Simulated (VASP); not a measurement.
# SiH7C16 in VASP: a series of runs

The runs below take SiH7C16 through single point, with PBE.

Program: VASP 6.6.1. These are calculated values, not measurements. Logs are shortened: lines on timing, memory, paths and dates and some standing lists are left out, and cuts for length are marked.

### Step 1. The cell of the first run

The cell holds a slab with vacuum, 24 atoms: a = 5.049 Å, b = 5.049 Å, c = 16.676 Å, α = 90.00°, β = 90.00°, γ = 60.00°.

### Step 2. Single point, PBE, collinear spin

INCAR reads:

```
SYSTEM = SiH7C16
PREC = Accurate ; ENCUT = 520
EDIFF = 1E-6 ; ISMEAR = -1
SIGMA = 0.05 ; LREAL = .False.
LASPH = .True. ; NELM = 200
ALGO = Normal ; ISIF = 2
LWAVE = .False. ; LCHARG = .False.
ISPIN = 2 ; MAGMOM = 0 0 0 0 0 0 0 0 0 0 0 0 0 0 0 0 0 0 0 0 0 0 0 1
LORBIT = 11 ; GGA = PE
NBANDS = 60 ; GGA_COMPAT = .False.
NELMDL = -8
```

KPOINTS reads:

```
Automatic mesh
0
Gamma
  2 2 1
  0 0 0
```

POSCAR reads:

```
SiH7C16
1.0
    5.0487420000      0.0000000000      0.0000000000
    2.5243710000      4.3723390000      0.0000000000
    0.0000000000      0.0000000000     16.6764260000
H C Si
7 16 1
Direct
    0.1666721879      0.1666613682      0.0599648870
    0.6666779319      0.1666613682      0.0599648870
    0.1666715721      0.6666683439      0.0599648870
    0.6666575092      0.6666683439      0.0599648870
    0.6743861336     -0.1964852222      0.5020680091
    0.3070864612      0.3437290658      0.4965812219
    0.1351220540     -0.0268963591      0.4918979642
    0.1666721879      0.1666613682      0.1259262626
    0.6666779319      0.1666613682      0.1259262626
    0.1666715721      0.6666683439      0.1259262626
    0.6666575092      0.6666683439      0.1259262626
   -0.1666613682      0.3333227364      0.1568261689
    0.3333443758      0.3333227364      0.1568261689
   -0.1666619840      0.8333297121      0.1568261689
    0.3333437600      0.8333297121      0.1568261689
   -0.1670666989      0.3334599627      0.2547068539
    0.3331342701      0.3329110574      0.2544789873
   -0.1686643444      0.8342445542      0.2562239655
    0.3330252073      0.8336499068      0.2538673454
    0.0000032841     -0.0006403895      0.2813912286
    0.4963951384      0.0011206816      0.2884490957
   -0.0000457569      0.5005330099      0.2814631864
    0.4988820424      0.5005101389      0.2811513690
    0.3807436466      0.0373255596      0.4628509730
```

Potentials or basis: VASP PAW PBE potentials, release 64 (H, C, Si).

The run is started by

```bash
cat potpaw_PBE.64/H/POTCAR potpaw_PBE.64/C/POTCAR potpaw_PBE.64/Si/POTCAR > POTCAR
mpirun -np 1 vasp_std > vasp.out
```

OUTCAR:

```text
SYSTEM = SiH7C16
   PREC = Accurate
   ENCUT = 520
   EDIFF = 1E-6
   ISMEAR = -1
   LREAL = .False.
   LASPH = .True.
   NELM = 200
   ISIF = 2
   ISPIN = 2
   LORBIT = 11
   GGA = PE
   NELMDL = -8

 ion  position               nearest neighbor table
   1  0.167  0.167  0.060-   8 1.10
   2  0.667  0.167  0.060-   9 1.10
   3  0.167  0.667  0.060-  10 1.10
   4  0.667  0.667  0.060-  11 1.10
   5  0.674  0.804  0.502-  24 1.51
   6  0.307  0.344  0.497-  24 1.51
   7  0.135  0.973  0.492-  24 1.51
   8  0.167  0.167  0.126-   1 1.10  15 1.55  12 1.55  13 1.55
   9  0.667  0.167  0.126-   2 1.10  12 1.55  14 1.55  13 1.55
  10  0.167  0.667  0.126-   3 1.10  14 1.55  15 1.55  13 1.55
  11  0.667  0.667  0.126-   4 1.10  15 1.55  14 1.55  12 1.55
  12  0.833  0.333  0.157-   9 1.55   8 1.55  11 1.55  16 1.63
  13  0.333  0.333  0.157-   9 1.55   8 1.55  10 1.55  17 1.63
  14  0.833  0.833  0.157-   9 1.55  10 1.55  11 1.55  18 1.66
  15  0.333  0.833  0.157-  11 1.55   8 1.55  10 1.55  19 1.62
  16  0.833  0.333  0.255-  23 1.53  20 1.53  22 1.53  12 1.63
  17  0.333  0.333  0.254-  23 1.52  22 1.52  21 1.56  13 1.63
  18  0.831  0.834  0.256-  20 1.52  22 1.52  21 1.56  14 1.66
  19  0.333  0.834  0.254-  23 1.53  20 1.53  21 1.56  15 1.62
  20  0.000  0.999  0.281-  18 1.52  19 1.53  16 1.53
  21  0.496  0.001  0.288-  19 1.56  17 1.56  18 1.56
  22  1.000  0.501  0.281-  18 1.52  17 1.52  16 1.53
  23  0.499  0.501  0.281-  17 1.52  16 1.53  19 1.53
  24  0.381  0.037  0.463-   5 1.51   6 1.51   7 1.51

  LATTYP: Found a hexagonal cell.
 ALAT       =     5.0487421480
 C/A-ratio  =     3.3030853055

  Lattice vectors:

 A1 = (  -2.5243710000,  -4.3723390000,   0.0000000000)
 A2 = (   5.0487420000,   0.0000000000,   0.0000000000)
 A3 = (   0.0000000000,   0.0000000000,  16.6764260000)

Analysis of symmetry for initial positions (statically):
=====================================================================
 Subroutine PRICEL returns:
 Original cell was already a primitive cell.

 Routine SETGRP: Setting up the symmetry group for a
 hexagonal supercell.

 Subroutine GETGRP returns: Found  1 space group operations
 (whereof  1 operations were pure point group operations)
 out of a pool of 24 trial point group operations.

The static configuration has the point symmetry C_1 .

Analysis of symmetry for dynamics (positions and initial velocities):
=====================================================================
 Subroutine PRICEL returns:
 Original cell was already a primitive cell.

 Routine SETGRP: Setting up the symmetry group for a
 hexagonal supercell.

 Subroutine GETGRP returns: Found  1 space group operations
 (whereof  1 operations were pure point group operations)
 out of a pool of 24 trial point group operations.

The dynamic configuration has the point symmetry C_1 .

Analysis of structural, dynamic, and magnetic symmetry:
=====================================================================
 Subroutine PRICEL returns:
 Original cell was already a primitive cell.

 Routine SETGRP: Setting up the symmetry group for a
 hexagonal supercell.

 Subroutine GETGRP returns: Found  1 space group operations
 (whereof  1 operations were pure point group operations)
 out of a pool of 24 trial point group operations.

The overall configuration has the point symmetry C_1 .

 Subroutine INISYM returns: Found  1 space group operations
 (whereof  1 operations are pure point group operations),
 and found     1 'primitive' translations

----------------------------------------------------------------------------------------

                                     Primitive cell

  volume of cell :     368.1290

  direct lattice vectors                    reciprocal lattice vectors
     5.048742000  0.000000000  0.000000000     0.198069143 -0.114355268  0.000000000
     2.524371000  4.372339000  0.000000000     0.000000000  0.228710537  0.000000000
     0.000000000  0.000000000 16.676426000     0.000000000  0.000000000  0.059964887

  length of vectors
     5.048742000  5.048742148 16.676426000     0.228710544  0.228710537  0.059964887

  position of ions in fractional coordinates (direct lattice)
     0.166672188  0.166661368  0.059964887
     0.666677932  0.166661368  0.059964887
     0.166671572  0.666668344  0.059964887
     0.666657509  0.666668344  0.059964887
     0.674386134  0.803514778  0.502068009
     0.307086461  0.343729066  0.496581222
[... 16 lines left out ...]
     0.498882042  0.500510139  0.281151369
     0.380743647  0.037325560  0.462850973

  ion indices of the primitive-cell ions
   primitive index   ion index
                 1           1
                 2           2
                 3           3
                 4           4
                 5           5
                 6           6
[... 16 lines left out ...]
                23          23
                24          24

----------------------------------------------------------------------------------------

 KPOINTS: Automatic mesh

Automatic generation of k-mesh.
 Grid dimensions read from file:
 generate k-points for:    2    2    1

 Generating k-lattice:

  Cartesian coordinates                     Fractional coordinates (reciprocal lattice)
     0.099034571 -0.057177634  0.000000000     0.500000000  0.000000000  0.000000000
     0.000000000  0.114355268  0.000000000     0.000000000  0.500000000  0.000000000
     0.000000000  0.000000000  0.059964887     0.000000000  0.000000000  1.000000000

  Length of vectors
     0.114355272  0.114355268  0.059964887

  Shift w.r.t. Gamma in fractional coordinates (k-lattice)
     0.000000000  0.000000000  0.000000000

 Subroutine IBZKPT returns following result:
 ===========================================

 Found      4 irreducible k-points:

 Following reciprocal coordinates:
            Coordinates               Weight
  0.000000  0.000000  0.000000      1.000000
  0.500000  0.000000  0.000000      1.000000
  0.500000  0.500000  0.000000      1.000000
  0.000000  0.500000  0.000000      1.000000
   k-points           NKPTS =      4   k-points in BZ     NKDIM =      4   number of bands    NBANDS=     60
   number of dos      NEDOS =    301   number of ions     NIONS =     24
   total plane-waves  NPLWV = 201600
   dimension x,y,z NGX =    40 NGY =   40 NGZ =  126
   dimension x,y,z NGXF=    80 NGYF=   80 NGZF=  252
   ions per type =               7  16   1
   NGX,Y,Z   is equivalent  to a cutoff of  13.17, 13.17, 12.56 a.u.
   NGXF,Y,Z  is equivalent  to a cutoff of  26.34, 26.34, 25.12 a.u.
 SYSTEM =  SiH7C16
   PREC   = accura    normal or accurate (medium, high low for compatibility)
   ISTART =      0    job   : 0-new  1-cont  2-samecut
   ICHARG =      2    charge: 1-file 2-atom 10-const
   ISPIN  =      2    spin polarized calculation?
   LNONCOLLINEAR =      F non collinear calculations
   LSORBIT =      F    spin-orbit coupling
   LASPH  =      T    aspherical Exc in radial PAW
   ENCUT  =  520.0 eV  38.22 Ry    6.18 a.u.   9.39  9.39 31.01*2*pi/ulx,y,z
   NELM   =    200;   NELMIN=  2; NELMDL= -8     # of ELM steps
   EDIFF  = 0.1E-05   stopping-criterion for ELM
   LREAL  =      F    real-space projection
   EDIFFG = 0.1E-04   stopping-criterion for IOM
   NSW    =      0    number of steps for IOM
[... 5 lines left out ...]
   TEBEG  =    0.0;   TEEND  =   0.0 temperature during run
   PSTRESS=    0.0 pullay stress
   NELECT =      75.0000    total number of electrons
   NUPDOWN=      -1.0000    fix difference up-down
   EMIN   =  10.00;   EMAX   =-10.00  energy-range for DOS
   EFERMI =   0.00;   METHOD = LEGACY
   ISMEAR =    -1;   SIGMA  =   0.05  broadening in eV -4-tet -1-fermi 0-gaus
   EFERMI_NEDOS =   21; number of points for ismear=-14 and -15
   IALGO  =     38    algorithm
   IMIX   =      4    mixing-type and parameters
     AMIX     =   0.40;   BMIX     =  1.00
     AMIX_MAG =   1.60;   BMIX_MAG =  1.00
  volume/ion in A,a.u.               =      15.34       103.51
  Fermi-wavevector in a.u.,A,eV,Ry     =   0.963301  1.820375 12.625505  0.927948
  Thomas-Fermi vector in A             =   2.092834
   LORBIT       =     11    0 simple, 1 ext, 2 COOP (PROOUT), +10 PAW based schemes
   GGA     = PE    functional components
   LHFCALC =     F    Hartree Fock is set to
   AEXX    =    0.0000 exact exchange contribution
   IVDW    =     0    specifies the selected vdW correction
   LEPSILON=     F    determine dielectric tensor
   LRPA    =     F    only Hartree local field effects (RPA)
 spin polarized calculation
  energy-cutoff  :      520.00
  volume of cell :      368.13
 maximum number of plane-waves:      9915
 NGX is ok and might be reduce to    40
   NGX = 19   NGY = 19   NGZ = 63

 number of electron      75.0000000 magnetization       2.9999137

 Free energy of the ion-electron system (eV)
  ---------------------------------------------------
  ext. energy  EPLUGINS =         0.00000000
  ---------------------------------------------------
  free energy    TOTEN  =      -167.04805885 eV

  energy without entropy =     -167.04805131  energy(sigma->0) =     -167.04805508

 E-fermi :   0.4785     XC(G=0):  -5.7910

 val. band max:       -0.0908146812   @ k =   0.5000   0.0000   0.0000
 cond. band min:       1.0092983833   @ k =   0.0000   0.0000   0.0000
 fundamental gap:      1.1001130645
 Fermi energy:         0.4785087339

 spin component 1

 k-point     1 :       0.0000    0.0000    0.0000
  band No.  band energies     occupation
      1     -19.9942      1.00000
      2     -17.4600      1.00000
      3     -14.7737      1.00000
      4     -14.7504      1.00000
      5     -14.7119      1.00000
      6     -13.7582      1.00000
[... 41 lines left out ...]
     48       5.7658      0.00000
     49       5.8414      0.00000
[... 154 lines left out ...]
     48       6.2209      0.00000
     49       6.3201      0.00000
 Fermi energy:         0.4785087339

 spin component 2

 k-point     1 :       0.0000    0.0000    0.0000
  band No.  band energies     occupation
      1     -19.8233      1.00000
      2     -17.2239      1.00000
      3     -14.6374      1.00000
      4     -14.6133      1.00000
      5     -14.5612      1.00000
      6     -13.4810      1.00000
[... 41 lines left out ...]
     48       5.8726      0.00000
     49       5.9618      0.00000
[... 154 lines left out ...]
     48       6.3432      0.00000
     49       6.4763      0.00000
 [bands above 49 left out]

------------------------ aborting loop because EDIFF is reached ----------------------------------------

  FORCE on cell =-STRESS in cart. coord.  units (eV):
  Direction    XX          YY          ZZ          XY          YZ          ZX
  --------------------------------------------------------------------------------------
  -------------------------------------------------------------------------------------
  Total       -0.3691045     -0.0427755    -20.1039360      0.1043776     -0.5160630      1.6991659
  in kB       -1.6064231     -0.1861684    -87.4967035      0.4542741     -2.2460185      7.3951398
  external PRESSURE =     -29.7630983 kB  Pullay stress =       0.0000000 kB

 VOLUME and BASIS-vectors are now :
 -----------------------------------------------------------------------------
  energy-cutoff  :      520.00
  volume of cell :      368.13
      direct lattice vectors                 reciprocal lattice vectors
     5.048742000  0.000000000  0.000000000     0.198069143 -0.114355268  0.000000000
     2.524371000  4.372339000  0.000000000     0.000000000  0.228710537  0.000000000
     0.000000000  0.000000000 16.676426000     0.000000000  0.000000000  0.059964887

 POSITION                                       TOTAL-FORCE (eV/Angst)
 -----------------------------------------------------------------------------------
      1.26220      0.72870      1.00000        -0.012414      0.009159     -0.235710
      3.78660      0.72870      1.00000         0.012373      0.002007     -0.240966
      2.52440      2.91490      1.00000        -0.015629      0.004233     -0.204868
      5.04870      2.91490      1.00000         0.006114     -0.013108     -0.239417
      5.43317      3.51324      8.37270        -0.079138      0.070981     -0.272170
      2.41810      1.50290      8.28120        -0.029812     -0.133741     -0.334393
[... 16 lines left out ...]
      3.78220      2.18840      4.68860        -0.036929      0.036150     -2.301290
      2.01650      0.16320      7.71870         0.394094     -0.120544     -1.050712
 -----------------------------------------------------------------------------------
    total drift:                                0.000055      0.000040      0.000485

  FREE ENERGIE OF THE ION-ELECTRON SYSTEM (eV)
  ---------------------------------------------------
  free  energy   TOTEN  =      -167.0480588481 eV

  energy  without entropy=     -167.0480513137  energy(sigma->0) =     -167.04805508

 total charge

# of ion       s       p       d       tot
------------------------------------------
    1        0.649   0.044   0.000   0.693
    2        0.648   0.044   0.000   0.692
    3        0.648   0.044   0.000   0.692
    4        0.649   0.044   0.000   0.692
    5        0.563   0.013   0.000   0.576
    6        0.561   0.013   0.000   0.574
[... 16 lines left out ...]
   23        0.841   1.634   0.000   2.475
   24        0.737   0.900   0.000   1.637
--------------------------------------------------
tot         18.279  28.216   0.000  46.495

 magnetization (x)

# of ion       s       p       d       tot
------------------------------------------
    1        0.007  -0.000   0.000   0.007
    2        0.008  -0.000   0.000   0.008
    3        0.006  -0.000   0.000   0.006
    4        0.008  -0.000   0.000   0.008
    5        0.000  -0.000   0.000   0.000
    6        0.001  -0.000   0.000   0.001
[... 16 lines left out ...]
   23        0.055   0.389   0.000   0.445
   24       -0.009  -0.029   0.000  -0.038
--------------------------------------------------
tot          0.250   1.409   0.000   1.659
```

It took 16 min on 1 thread of Oxide Virtual Turin-like, shared host; peak memory 0.65 GiB.

Results:

* Free energy: -167.0481 eV
* Largest force: 2.302 eV/Å
* Band gap on the k mesh: 1.10 eV (least direct gap 1.40 eV)
* Net moment: 3.00 μB per cell
* Site moments: H +0.01, +0.00 (each value once); C +0.01, -0.01, +0.10, +0.06, +0.07, +0.05, -0.02, +0.44, +0.12, +0.45 (each value once); Si -0.04 μB
* Valence electrons inside the program's atomic spheres: H 0.69, 0.58, 0.57 (each value once); C 2.59, 2.52, 2.51, 2.54, 2.53, 2.48, 2.40 (each value once); Si 1.64

Forces in eV/Å, atoms in the order of the input:
```
H   -0.012  0.009 -0.236
H    0.012  0.002 -0.241
H   -0.016  0.004 -0.205
H    0.006 -0.013 -0.239
H   -0.079  0.071 -0.272
H   -0.030 -0.134 -0.334
H    0.179  0.042 -0.396
C    0.003  0.004  1.703
C   -0.008 -0.018  1.783
C   -0.009  0.001  1.953
C    0.019  0.009  1.762
C    0.011 -0.003 -0.898
C   -0.017 -0.274 -0.612
C   -0.311  0.176 -0.556
C    0.210  0.137 -0.647
C    0.003  0.000  1.598
C   -0.068  0.053  1.919
C    0.016 -0.028  1.710
C   -0.082  0.013  2.015
C    0.042 -0.013 -2.266
C   -0.244  0.079 -1.954
C    0.017 -0.032 -2.234
C   -0.037  0.036 -2.301
Si   0.394 -0.121 -1.051
```

Caveat: the k points lie up to 0.72 Å⁻¹ apart; there is no dipole correction, which matters where the two faces differ.

(Part 1 of 2 ends here.)
